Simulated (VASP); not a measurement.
W: single point with LDA

Crystal: W.

```xyz
8
Lattice="4.8742 0.0000 0.0000 0.0000 4.8742 0.0000 0.0000 0.0000 4.8742" Properties=species:S:1:pos:R:3 pbc="T T T"
W     0.0000    0.0000    0.0000
W     2.4371    2.4371    2.4371
W     0.0000    2.4371    1.2186
W     0.0000    2.4371    3.6557
W     1.2186    0.0000    2.4371
W     3.6557    0.0000    2.4371
W     2.4371    3.6557    0.0000
W     2.4371    1.2186    0.0000
```

```yaml
Program: VASP 6.6.1
Task: single point
Functional: LDA
Potentials_or_basis: VASP PAW LDA potentials, release 64 (W_sv)
Cutoff: 520 eV
k_mesh: 5 × 5 × 5
Occupations: fermi-dirac, width 0.1 eV
Spin: no spin polarisation
Dipole_correction: no
Further_INCAR_settings: ALGO = Normal; EDIFF = 1e-07; NBANDS = 66
```

```
Pressure               : 32.9 GPa
Band gap on the k mesh : zero (band 56 reaches 12.57 eV, above the bottom of band 57 at 11.78 eV)
```

Levels at points of the mesh, in eV from the Fermi level:
```csv
k point,band 54,band 55,band 56,band 57,band 58,band 59
"(0.00, 0.00, 0.00)",-1.64,-0.57,-0.57,-0.57,1.87,1.87
```

Run time: 47 s on 1 thread of Intel(R) Xeon(R) Platinum 8375C CPU @ 2.90GHz (Ice Lake) (shared host), peak memory 0.19 GiB.

Caveat: spin-orbit coupling is left out, which moves the levels of the heavy elements.
